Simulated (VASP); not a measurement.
# PtSe2 (Sudovikovite) (P-3m1) in VASP: a series of runs, part 2 of 2

VASP 6.6.1. Earlier steps stand in the parts before.

**3. Relaxation of cell and atoms, PBEsol**

INCAR reads:

```
ALGO = Normal
EDIFF = 1E-6
EDIFFG = -0.02
ENCUT = 600
GGA = PS
IBRION = 2
ISIF = 3
ISMEAR = -1
LASPH = True
LCHARG = False
LREAL = False
LWAVE = False
NELM = 80
NSW = 80
PREC = Accurate
SIGMA = 0.15
```

KPOINTS reads:

```
k-points
0
Gamma
  10 10 7
```

POSCAR reads:

```
PtSe2
1.0
    3.7240000000      0.0000000000      0.0000000000
   -1.8620000000      3.2250790000      0.0000000000
    0.0000000000      0.0000000000      5.0620000000
Pt Se
1 2
Direct
    0.0000000000      0.0000000000      0.0000000000
    0.3333333333      0.6666666667      0.2500000000
    0.6666666667      0.3333333333      0.7500000000
```

Potentials or basis: VASP PAW PBE potentials, release 64 (Pt, Se).

Started as:

```bash
$ cat potpaw_PBE.64/Pt/POTCAR potpaw_PBE.64/Se/POTCAR > POTCAR
$ mpirun -np 1 vasp_std > vasp.out
```

OUTCAR:

```text
EDIFF = 1E-6
   EDIFFG = -0.02
   ENCUT = 600
   GGA = PS
   IBRION = 2
   ISIF = 3
   ISMEAR = -1
   LASPH = True
   LREAL = False
   NELM = 80
   NSW = 80
   PREC = Accurate

 ion  position               nearest neighbor table
   1  0.000  0.000  0.000-   2 2.49   3 2.49   3 2.49   2 2.49   3 2.49   2 2.49
   2  0.333  0.667  0.250-   1 2.49   1 2.49   1 2.49
   3  0.667  0.333  0.750-   1 2.49   1 2.49   1 2.49

  LATTYP: Found a hexagonal cell.
 ALAT       =     3.7240000000
 C/A-ratio  =     1.3592910849

  Lattice vectors:

 A1 = (   3.7240000000,   0.0000000000,   0.0000000000)
 A2 = (  -1.8620000000,   3.2250790000,   0.0000000000)
 A3 = (   0.0000000000,   0.0000000000,   5.0620000000)

Analysis of symmetry for initial positions (statically):
=====================================================================
 Subroutine PRICEL returns:
 Original cell was already a primitive cell.

 Routine SETGRP: Setting up the symmetry group for a
 hexagonal supercell.

 Subroutine GETGRP returns: Found 12 space group operations
 (whereof 12 operations were pure point group operations)
 out of a pool of 24 trial point group operations.

The static configuration has the point symmetry D_3d.

Analysis of symmetry for dynamics (positions and initial velocities):
=====================================================================
 Subroutine PRICEL returns:
 Original cell was already a primitive cell.
[... 350 lines left out ...]
  ext. energy  EPLUGINS =         0.00000000
  ---------------------------------------------------
  free energy    TOTEN  =       -15.93524064 eV

  energy without entropy =      -15.87642361  energy(sigma->0) =      -15.90583213

 E-fermi :   6.5173     XC(G=0): -10.9782

 val. band max:        6.4231089814   @ k =   0.0000   0.3000   0.2857
 cond. band min:       6.5288463300   @ k =  -0.1000   0.3000   0.4286
 fundamental gap:      0.1057373486
 Fermi energy:         6.5173489750

 k-point     1 :       0.0000    0.0000    0.0000
  band No.  band energies     occupation
      1      -9.1373      2.00000
      2      -6.0318      2.00000
      3      -0.5913      2.00000
      4       0.2599      2.00000
      5       0.2599      2.00000
      6       2.7539      2.00000
      7       2.7539      2.00000
      8       4.1280      2.00000
      9       5.5658      1.99649
     10       5.5658      1.99649
     11       7.3483      0.00783
     12       7.7532      0.00053
     13       7.7532      0.00053
     14       9.8332      0.00000
[... 401 lines left out ...]
      2      -7.0302      2.00000
      3      -0.6880      2.00000
      4       0.9237      2.00000
      5       1.1115      2.00000
      6       2.4902      2.00000
      7       2.9634      2.00000
      8       3.0299      2.00000
      9       3.2507      2.00000
     10       3.3522      2.00000
     11       3.9557      2.00000
     12       7.4827      0.00320
     13       8.7169      0.00000
     14      11.1539      0.00000
     15      11.9459      0.00000

 [... further k-points ...]

------------------------ aborting loop because EDIFF is reached ----------------------------------------

  FORCE on cell =-STRESS in cart. coord.  units (eV):
  Direction    XX          YY          ZZ          XY          YZ          ZX
  --------------------------------------------------------------------------------------
  -------------------------------------------------------------------------------------
  Total        0.0017312      0.0017312      0.0310914      0.0000000      0.0000000      0.0000000
  in kB        0.0466949      0.0466950      0.8385929      0.0000000      0.0000000      0.0000000
  external PRESSURE =       0.3106609 kB  Pullay stress =       0.0000000 kB
[... 18 lines left out ...]
  FREE ENERGIE OF THE ION-ELECTRON SYSTEM (eV)
  ---------------------------------------------------
  free  energy   TOTEN  =       -15.9352406393 eV

  energy  without entropy=      -15.8764236117  energy(sigma->0) =      -15.90583213

 reached required accuracy - stopping structural energy minimisation
```

OSZICAR:

```text
N       E                     dE             d eps       ncg     rms          rms(c)
DAV:   1     0.125428879056E+03    0.12543E+03   -0.11145E+04  2416   0.145E+03
DAV:   2    -0.110742529590E+02   -0.13650E+03   -0.13344E+03  3051   0.255E+02
DAV:   3    -0.167192238338E+02   -0.56450E+01   -0.55821E+01  2988   0.534E+01
[... 93 lines left out ...]
DAV:   3    -0.159354903635E+02    0.10686E-02   -0.24945E-03  2659   0.519E-01    0.117E-01
DAV:   4    -0.159352375537E+02    0.25281E-03   -0.13250E-03  2526   0.234E-01    0.452E-02
DAV:   5    -0.159352402488E+02   -0.26952E-05   -0.37898E-05  2687   0.537E-02    0.279E-02
DAV:   6    -0.159352406404E+02   -0.39153E-06   -0.12023E-05  2827   0.294E-02    0.462E-03
DAV:   7    -0.159352406393E+02    0.10671E-08   -0.40742E-07  1298   0.633E-03
  11 F= -.15935241E+02 E0= -.15905832E+02  d E =-.944323E-04
```

CONTCAR:

```text
PtSe2
   1.00000000000000
     3.7632669165135355    0.0000000000000000   -0.0000000000000000
    -1.8816334582567678    3.2590851597055783    0.0000000000000000
     0.0000000000000000   -0.0000000000000000    4.8432767980777474
  Pt              Se
     1     2
Direct
     0.0000000000000000    1.0000000000000000    0.0000000000000000
     0.3333333332999970    0.6666666667000030    0.2618687228104863
     0.6666666667000030    0.3333333332999970    0.7381312771895137

  0.00000000E+00  0.00000000E+00  0.00000000E+00
  0.00000000E+00  0.00000000E+00  0.00000000E+00
  0.00000000E+00  0.00000000E+00  0.00000000E+00
```

It took 7.6 min on 1 thread of Intel Xeon Platinum 8488C (Sapphire Rapids), shared host; peak memory 0.26 GiB.

What came out:

| Item | Value |
| --- | --- |
| Free energy | -15.9352 eV |
| Relaxed volume | 19.80 Å³/atom |
| Relaxed cell | a = 3.763 Å, b = 3.763 Å, c = 4.843 Å, α = 90.00°, β = 90.00°, γ = 120.00° |
| Space group after relaxing (to 0.05 Å) | P-3m1 (No. 164) |
| Energy gained by relaxing | 7.7 meV/atom |
| Ionic steps | 11 |
| Pressure after relaxing | 0.0 GPa |
| Band gap on the k mesh | zero (band 11 reaches 7.35 eV, above the bottom of band 12 at 6.42 eV) |

Stress tensor (GPa, compression positive):
```
0.00 0.00 0.00
0.00 0.00 0.00
0.00 0.00 0.08
```

The path:
```tsv
step	energy change (eV)	largest force (eV/Å)	pressure (GPa)	volume (Å³)
1	0.0000	0.3438	2.30	60.80
2	0.0158	0.2998	-4.14	63.39
3	-0.0096	0.0846	-0.34	61.76
4	-0.0118	0.0843	-0.33	61.55
5	-0.0173	0.0806	-0.26	60.92
6	-0.0228	0.0582	0.00	59.65
7	-0.0228	0.0540	0.04	59.53
8	-0.0229	0.0583	-0.38	59.50
9	-0.0231	0.0082	-0.20	59.52
10	-0.0221	0.0249	0.83	59.01
11	-0.0232	0.0010	0.03	59.40
```

Final structure:
```
Pt Se
1.0
     3.76327    0.00000    0.00000
    -1.88163    3.25909    0.00000
     0.00000    0.00000    4.84328
Pt Se
1 2
Direct
  0.00000 0.00000 0.00000
  0.33333 0.66667 0.26187
  0.66667 0.33333 0.73813
```

Caveat: the PAW data sets were made with another functional, which shifts forces and pressure a little; spin-orbit coupling is left out, which moves the levels of the heavy elements.
